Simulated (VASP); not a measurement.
Runs of VASP 6.6.1 on VCrC2. The structure is that of space group R-3m (No. 166), or close to it. The cells are those of the table. 

| level | potentials or basis | fixed moment (μB) | cell | k mesh | cutoff (eV) | smearing | gap on the mesh (eV) | pressure (GPa) | moment (μB) | largest force (eV/Å) |
| --- | --- | --- | --- | --- | --- | --- | --- | --- | --- | --- |
| PBEsol | VASP PAW PBE potentials, release 64 (Cr_pv, V_sv, C) | - | a = 5.031 Å, angles 33.8°, 4 atoms | 12 × 12 × 12 | 520 | methfessel-paxton 0.1 eV | none | -11.2 | 0.46 | 0.02 |
| PBE | VASP PAW PBE potentials, release 64 (Cr_sv, V_sv, C) | 2.5 | a = 5.031 Å, angles 33.8°, 4 atoms | 9 × 9 × 9 | 700 | fermi-dirac 0.05 eV | - | (b) | 2.50 | 0.09 |
| PBE | VASP PAW PBE potentials, release 64 (Cr_pv, V_sv, C) | - | a = 4.997 Å, angles 33.8°, 4 atoms | 11 × 11 × 11 | 520 | fermi-dirac 0.05 eV | none | 3.9 | 0.13 | 0.01 |
| PBE | VASP PAW PBE potentials, release 64 (Cr_sv, V_sv, C) | 3.8 | a = 5.031 Å, angles 33.8°, 4 atoms | 9 × 9 × 9 | 700 | fermi-dirac 0.05 eV | - | (a) | 3.80 | 0.13 |

Alike in all rows: task single point; spin collinear, ferromagnetic start.

Question: Estimate the missing entries.

Answer: (a) 17.5; (b) 6.6.

Caveats: the cell stands under pressure (at least some runs); an empty level that is flat over the whole mesh can mark a ghost state of the potentials, or a narrow d or f band (at least some runs); the total moment is fixed, so each spin has its own Fermi level and the state may be an excited one (at least some runs); the cell stands under tension (at least some runs); the PAW data sets were made with another functional, which shifts forces and pressure a little (at least some runs).

A gap of «none» marks levels without a gap at the run's occupations.

The runs don't all hold the same shells in valence.
